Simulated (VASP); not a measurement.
# Yb (I4/mmm) in VASP: notebook

Runs on Yb. Level: PBE. Tasks: electric field gradients.

Everything below comes from runs of VASP 6.6.1. Logs are shortened: lines on timing, memory, paths and dates and some standing lists are left out, and cuts for length are marked.

## (1) The cell of the first run

The structure is tetragonal, space group I4/mmm (No. 139). Conventional cell: a = 3.851 Å, b = 3.851 Å, c = 5.568 Å, α = 90.00°, β = 90.00°, γ = 90.00°. Yb (site symmetry 4/mmm) has 12 Yb at 3.85 to 3.89 Å within 5.1 Å.

## (2) Electric field gradients, PBE (z stretched by +1.5 % at fixed volume)

File INCAR:

```
PREC = Accurate ; ENCUT = 520
EDIFF = 1E-8 ; ISMEAR = -1
SIGMA = 0.05 ; LREAL = False
LASPH = True ; NELM = 100
ALGO = Fast ; ISIF = 2
LWAVE = False ; LCHARG = False
GGA = PE ; LEFG = True
NBANDS = 18
```

File KPOINTS:

```
Automatic mesh
0
Gamma
  13 13 13
```

File POSCAR:

```
Yb
1.0
    0.0000000000      2.7227553435      2.7842465000
    2.7227553435      0.0000000000      2.7842465000
    2.7227553435      2.7227553435      0.0000000000
Yb
1
Direct
    0.0000000000      0.0000000000      0.0000000000
```

Potentials or basis: VASP PAW PBE potentials, release 64 (Yb).

Run with:

```console
$ cat potpaw_PBE.64/Yb/POTCAR > POTCAR
$ mpirun -np 1 vasp_std > vasp.out
```

OUTCAR:

```text
PREC = Accurate
   ENCUT = 520
   EDIFF = 1E-8
   ISMEAR = -1
   LREAL = False
   LASPH = True
   NELM = 100
   ISIF = 2
   GGA = PE

 ion  position               nearest neighbor table
   1  0.000  0.000  0.000-

  LATTYP: Found a body centered tetragonal cell.
 ALAT       =     3.8505575338
 C/A-ratio  =     1.4461523951

  Lattice vectors:

 A1 = (  -2.7227553435,   0.0000000000,   2.7842465000)
 A2 = (   2.7227553435,   0.0000000000,   2.7842465000)
 A3 = (   0.0000000000,   2.7227553435,  -2.7842465000)

Analysis of symmetry for initial positions (statically):
=====================================================================
 Subroutine PRICEL returns:
 Original cell was already a primitive cell.

 Routine SETGRP: Setting up the symmetry group for a
 body centered tetragonal supercell.

 Subroutine GETGRP returns: Found 16 space group operations
 (whereof 16 operations were pure point group operations)
 out of a pool of 16 trial point group operations.

The static configuration has the point symmetry D_4h.

Analysis of symmetry for dynamics (positions and initial velocities):
=====================================================================
 Subroutine PRICEL returns:
 Original cell was already a primitive cell.

 Routine SETGRP: Setting up the symmetry group for a
 body centered tetragonal supercell.

 Subroutine GETGRP returns: Found 16 space group operations
 (whereof 16 operations were pure point group operations)
 out of a pool of 16 trial point group operations.

The dynamic configuration has the point symmetry D_4h.

 Subroutine INISYM returns: Found 16 space group operations
 (whereof 16 operations are pure point group operations),
 and found     1 'primitive' translations

----------------------------------------------------------------------------------------

                                     Primitive cell

  volume of cell :      41.2814

  direct lattice vectors                    reciprocal lattice vectors
     0.000000000  2.722755343  2.784246500    -0.183637506  0.183637506  0.179581801
     2.722755343  0.000000000  2.784246500     0.183637506 -0.183637506  0.179581801
     2.722755343  2.722755343  0.000000000     0.183637506  0.183637506 -0.179581801

  length of vectors
     3.894281093  3.894281093  3.850557534     0.315745293  0.315745293  0.315745293

  position of ions in fractional coordinates (direct lattice)
     0.000000000  0.000000000  0.000000000

  ion indices of the primitive-cell ions
   primitive index   ion index
                 1           1

----------------------------------------------------------------------------------------

 KPOINTS: Automatic mesh

Automatic generation of k-mesh.
 Grid dimensions read from file:
 generate k-points for:   13   13   13

 Generating k-lattice:

  Cartesian coordinates                     Fractional coordinates (reciprocal lattice)
    -0.014125962  0.014125962  0.013813985     0.076923077  0.000000000  0.000000000
     0.014125962 -0.014125962  0.013813985     0.000000000  0.076923077  0.000000000
     0.014125962  0.014125962 -0.013813985     0.000000000  0.000000000  0.076923077

  Length of vectors
     0.024288099  0.024288099  0.024288099

  Shift w.r.t. Gamma in fractional coordinates (k-lattice)
     0.000000000  0.000000000  0.000000000

 Subroutine IBZKPT returns following result:
 ===========================================

 Found    196 irreducible k-points:

 Following reciprocal coordinates:
            Coordinates               Weight
  0.000000  0.000000  0.000000      1.000000
  0.076923  0.000000  0.000000      8.000000
  0.153846  0.000000  0.000000      8.000000
  0.230769  0.000000  0.000000      8.000000
  0.307692  0.000000  0.000000      8.000000
  0.384615  0.000000  0.000000      8.000000
[... 16 lines left out ...]
  0.384615  0.153846  0.000000      8.000000
  0.461538  0.153846  0.000000      8.000000
 [... further k-points ...]
   k-points           NKPTS =    196   k-points in BZ     NKDIM =    196   number of bands    NBANDS=     18
   number of dos      NEDOS =    301   number of ions     NIONS =      1
   total plane-waves  NPLWV =  27000
   dimension x,y,z NGX =    30 NGY =   30 NGZ =   30
   dimension x,y,z NGXF=    60 NGYF=   60 NGZF=   60
   ions per type =               1
   NGX,Y,Z   is equivalent  to a cutoff of  12.81, 12.81, 12.95 a.u.
   NGXF,Y,Z  is equivalent  to a cutoff of  25.61, 25.61, 25.90 a.u.
 SYSTEM =  unknown system
   PREC   = accura    normal or accurate (medium, high low for compatibility)
   ISTART =      0    job   : 0-new  1-cont  2-samecut
   ICHARG =      2    charge: 1-file 2-atom 10-const
   ISPIN  =      1    spin polarized calculation?
   LNONCOLLINEAR =      F non collinear calculations
   LSORBIT =      F    spin-orbit coupling
   LASPH  =      T    aspherical Exc in radial PAW
   ENCUT  =  520.0 eV  38.22 Ry    6.18 a.u.   7.24  7.24  7.16*2*pi/ulx,y,z
   NELM   =    100;   NELMIN=  2; NELMDL= -5     # of ELM steps
   EDIFF  = 0.1E-07   stopping-criterion for ELM
   LREAL  =      F    real-space projection
   EDIFFG = 0.1E-06   stopping-criterion for IOM
   NSW    =      0    number of steps for IOM
   IBRION =     -1    ionic relax: 0-MD 1-quasi-New 2-CG
   NFREE  =      0    steps in history (QN), initial steepest desc. (CG)
   ISIF   =      2    stress and relaxation
   ISYM   =      2    0-nonsym 1-usesym 2-fastsym
   POTIM  = 0.5000    time-step for ionic-motion
   TEBEG  =    0.0;   TEEND  =   0.0 temperature during run
   PSTRESS=    0.0 pullay stress
   NELECT =      24.0000    total number of electrons
   NUPDOWN=      -1.0000    fix difference up-down
   EMIN   =  10.00;   EMAX   =-10.00  energy-range for DOS
   EFERMI =   0.00;   METHOD = LEGACY
   ISMEAR =    -1;   SIGMA  =   0.05  broadening in eV -4-tet -1-fermi 0-gaus
   EFERMI_NEDOS =   21; number of points for ismear=-14 and -15
   IALGO  =     68    algorithm
   IMIX   =      4    mixing-type and parameters
     AMIX     =   0.40;   BMIX     =  1.00
     AMIX_MAG =   1.60;   BMIX_MAG =  1.00
  volume/ion in A,a.u.               =      41.28       278.58
  Fermi-wavevector in a.u.,A,eV,Ry     =   1.366345  2.582017 25.400687  1.866898
  Thomas-Fermi vector in A             =   2.492493
   LORBIT       =      0    0 simple, 1 ext, 2 COOP (PROOUT), +10 PAW based schemes
   GGA     = PE    functional components
   LHFCALC =     F    Hartree Fock is set to
   AEXX    =    0.0000 exact exchange contribution
   IVDW    =     0    specifies the selected vdW correction
   LEPSILON=     F    determine dielectric tensor
   LRPA    =     F    only Hartree local field effects (RPA)
 non-spin polarized calculation
 RMM-DIIS sequential band-by-band and
  energy-cutoff  :      520.00
  volume of cell :       41.28
 maximum number of plane-waves:      1124
 NGX is ok and might be reduce to    30
   NGX = 15   NGY = 15   NGZ = 15

 number of electron      23.9999994 magnetization

 Free energy of the ion-electron system (eV)
  ---------------------------------------------------
  ext. energy  EPLUGINS =         0.00000000
  ---------------------------------------------------
  free energy    TOTEN  =        -3.52256633 eV

  energy without entropy =       -3.50596565  energy(sigma->0) =       -3.51426599

 E-fermi :   1.1746     XC(G=0):  -8.8561

 val. band max:        1.1685460497   @ k =  -0.3077   0.2308   0.4615
 cond. band min:       1.1896951595   @ k =  -0.3077   0.3846   0.1538
 fundamental gap:      0.0211491099
 Fermi energy:         1.1745636640

 k-point     1 :       0.0000    0.0000    0.0000
  band No.  band energies     occupation
      1     -50.6726      2.00000
      2     -22.9357      2.00000
      3     -22.9342      2.00000
      4     -22.9342      2.00000
      5      -3.6946      2.00000
      6       0.7398      1.99967
[... 10 lines left out ...]
     17       5.8513      0.00000
     18      10.0697      0.00000

 k-point     2 :       0.0769    0.0000    0.0000
  band No.  band energies     occupation
      1     -50.6722      2.00000
      2     -22.9471      2.00000
      3     -22.9371      2.00000
      4     -22.9357      2.00000
      5      -3.5748      2.00000
      6       0.7412      1.99966
[... 10 lines left out ...]
     17       5.7713      0.00000
     18      10.3647      0.00000
[... 442 lines left out ...]
 k-point    24 :       0.4615    0.1538    0.0000
  band No.  band energies     occupation
      1     -50.6642      2.00000
      2     -23.1157      2.00000
      3     -22.9896      2.00000
      4     -22.9708      2.00000
      5      -0.6521      2.00000
      6       0.7715      1.99937
[... 10 lines left out ...]
     17       7.0821      0.00000
     18       7.5846      0.00000

 [... further k-points ...]

------------------------ aborting loop because EDIFF is reached ----------------------------------------

  FORCE on cell =-STRESS in cart. coord.  units (eV):
  Direction    XX          YY          ZZ          XY          YZ          ZX
  --------------------------------------------------------------------------------------
  -------------------------------------------------------------------------------------
  Total       -0.6086146     -0.6086146     -0.6620061      0.0000000      0.0000000      0.0000000
  in kB      -23.6209861    -23.6209861    -25.6931687      0.0000000      0.0000000      0.0000000
  external PRESSURE =     -24.3117137 kB  Pullay stress =       0.0000000 kB

 VOLUME and BASIS-vectors are now :
 -----------------------------------------------------------------------------
  energy-cutoff  :      520.00
  volume of cell :       41.28
      direct lattice vectors                 reciprocal lattice vectors
     0.000000000  2.722755343  2.784246500    -0.183637506  0.183637506  0.179581801
     2.722755343  0.000000000  2.784246500     0.183637506 -0.183637506  0.179581801
     2.722755343  2.722755343  0.000000000     0.183637506  0.183637506 -0.179581801

 POSITION                                       TOTAL-FORCE (eV/Angst)
 -----------------------------------------------------------------------------------
      0.00000      0.00000      0.00000        -0.000000     -0.000000      0.000000
 -----------------------------------------------------------------------------------
    total drift:                               -0.000000     -0.000000      0.000000

  FREE ENERGIE OF THE ION-ELECTRON SYSTEM (eV)
  ---------------------------------------------------
  free  energy   TOTEN  =        -3.5225663301 eV

  energy  without entropy=       -3.5059656500  energy(sigma->0) =       -3.51426599

 Electric field gradients (V/A^2)
---------------------------------------------------------------------
 ion       V_xx      V_yy      V_zz      V_xy      V_xz      V_yz
---------------------------------------------------------------------
   1       1.057     1.057    -2.115     0.004     0.002     0.002
---------------------------------------------------------------------

 Electric field gradients after diagonalization (V/A^2)
 (convention: |V_zz| > |V_xx| > |V_yy|)
----------------------------------------------------------------------
 ion       V_xx      V_yy      V_zz     asymmetry (V_yy - V_xx)/ V_zz
----------------------------------------------------------------------
   1       1.061     1.053    -2.115       0.004
----------------------------------------------------------------------

           NMR quadrupolar parameters

 Cq : quadrupolar parameter    Cq=e*Q*V_zz/h
 eta: asymmetry parameters     (V_yy - V_xx)/ V_zz
 Q  : nuclear electric quadrupole moment in mb (millibarn)
----------------------------------------------------------------------
 ion       Cq(MHz)       eta       Q (mb)
----------------------------------------------------------------------
   1      -0.005       0.004       1.000
----------------------------------------------------------------------
```

It took 12 min on 1 thread of Intel Xeon Platinum 8259CL at 2.50GHz (Skylake/Cascade Lake), shared host; peak memory 0.3 GiB.

Results:

- Free energy: -3.5226 eV
- Pressure: -2.4 GPa
- Band gap on the k mesh: zero (bands 12 and 13 overlap by 0.04 eV)
- Largest electric field gradient by atom: Yb -2.1 V/Å²

Stress tensor (GPa, compression positive):
```
-2.36  0.00  0.00
 0.00 -2.36  0.00
 0.00  0.00 -2.57
```

Electric field gradients, principal values (V/Å²):
```csv
atom,least,middle,greatest (by size)
1 Yb,1.053,1.061,-2.115
```

Caveat: without QUAD_EFG the Cq values of the log hold for a quadrupole moment of 1 mb, not for the nuclei; spin-orbit coupling is left out, which moves the levels of the heavy elements. Spin polarisation is off, so any magnetic state and its effect on volume and gap are missing.

## (3) Electric field gradients, PBE (z stretched by +1.5 % at fixed volume)

File INCAR:

```
SYSTEM = Yb
PREC = Accurate ; ENCUT = 520
EDIFF = 1E-8 ; ISMEAR = -1
SIGMA = 0.05 ; LREAL = .False.
LASPH = .True. ; NELM = 100
ALGO = Fast ; ISIF = 2
LWAVE = .False. ; LCHARG = .False.
GGA = PE ; LEFG = .True.
NBANDS = 18
```

File KPOINTS:

```
Automatic mesh
0
Gamma
  13 13 13
  0 0 0
```

POSCAR is that of step 2.

Potentials or basis: VASP PAW PBE potentials, release 64 (Yb).

Run with:

```console
$ cat potpaw_PBE.64/Yb/POTCAR > POTCAR
$ mpirun -np 1 vasp_std > vasp.out
```

OUTCAR:

```text
SYSTEM = Yb
   PREC = Accurate
   ENCUT = 520
   EDIFF = 1E-8
   ISMEAR = -1
   LREAL = .False.
   LASPH = .True.
   NELM = 100
   ISIF = 2
   GGA = PE

 ion  position               nearest neighbor table
   1  0.000  0.000  0.000-

  LATTYP: Found a body centered tetragonal cell.
 ALAT       =     3.8505575338
 C/A-ratio  =     1.4461523951

  Lattice vectors:

 A1 = (  -2.7227553435,   0.0000000000,   2.7842465000)
 A2 = (   2.7227553435,   0.0000000000,   2.7842465000)
 A3 = (   0.0000000000,   2.7227553435,  -2.7842465000)

Analysis of symmetry for initial positions (statically):
[... 709 lines left out ...]

  FREE ENERGIE OF THE ION-ELECTRON SYSTEM (eV)
  ---------------------------------------------------
  free  energy   TOTEN  =        -3.5225663301 eV

  energy  without entropy=       -3.5059656500  energy(sigma->0) =       -3.51426599

 Electric field gradients (V/A^2)
---------------------------------------------------------------------
 ion       V_xx      V_yy      V_zz      V_xy      V_xz      V_yz
---------------------------------------------------------------------
   1       1.057     1.057    -2.115     0.004     0.002     0.002
---------------------------------------------------------------------

 Electric field gradients after diagonalization (V/A^2)
 (convention: |V_zz| > |V_xx| > |V_yy|)
----------------------------------------------------------------------
 ion       V_xx      V_yy      V_zz     asymmetry (V_yy - V_xx)/ V_zz
----------------------------------------------------------------------
   1       1.061     1.053    -2.115       0.004
----------------------------------------------------------------------

           NMR quadrupolar parameters

 Cq : quadrupolar parameter    Cq=e*Q*V_zz/h
 eta: asymmetry parameters     (V_yy - V_xx)/ V_zz
 Q  : nuclear electric quadrupole moment in mb (millibarn)
----------------------------------------------------------------------
 ion       Cq(MHz)       eta       Q (mb)
----------------------------------------------------------------------
   1      -0.005       0.004       1.000
----------------------------------------------------------------------
```

OSZICAR:

```text
N       E                     dE             d eps       ncg     rms          rms(c)
DAV:   1     0.124589028240E+03    0.12459E+03   -0.87201E+03  8908   0.890E+03
DAV:   2     0.138240729875E+02   -0.11076E+03   -0.10702E+03  8970   0.536E+02
DAV:   3    -0.134482006377E+01   -0.15169E+02   -0.15027E+02 10528   0.120E+02
[... 13 lines left out ...]
RMM:  57    -0.352256628323E+01   -0.18014E-07   -0.16597E-07  7350   0.804E-03    0.178E-03
RMM:  58    -0.352256629810E+01   -0.14878E-07   -0.13587E-07  7278   0.739E-03    0.182E-03
RMM:  59    -0.352256631047E+01   -0.12369E-07   -0.11403E-07  7058   0.679E-03    0.185E-03
RMM:  60    -0.352256632064E+01   -0.10171E-07   -0.92539E-08  6952   0.624E-03    0.187E-03
RMM:  61    -0.352256633005E+01   -0.94069E-08   -0.76807E-08  6939   0.573E-03
   1 F= -.35225663E+01 E0= -.35142660E+01  d E =-.166007E-01
```

Run time: 12 min. Hardware: 1 thread of Intel Xeon Platinum 8259CL at 2.50GHz (Skylake/Cascade Lake), shared host; peak memory 0.3 GiB.

Results:

```yaml
Free_energy: -3.5226 eV
Pressure: -2.4 GPa
Band_gap_on_the_k_mesh: zero (bands 12 and 13 overlap by 0.04 eV)
Largest_electric_field_gradient_by_atom: Yb -2.1 V/Å²
```

Levels at points of the mesh, in eV from the Fermi level:
```
           k point  band 9  band 10  band 11  band 12  band 13  band 14  band 15  band 16
(0.00, 0.00, 0.00)   -0.36    -0.29    -0.29    -0.29     2.62     2.77     2.77     4.43
```

Electric field gradients, principal values (V/Å²):
| atom | least | middle | greatest (by size) |
| --- | --- | --- | --- |
| 1 Yb | 1.053 | 1.061 | -2.115 |

Caveat: without QUAD_EFG the Cq values of the log hold for a quadrupole moment of 1 mb, not for the nuclei; spin-orbit coupling is left out, which moves the levels of the heavy elements.
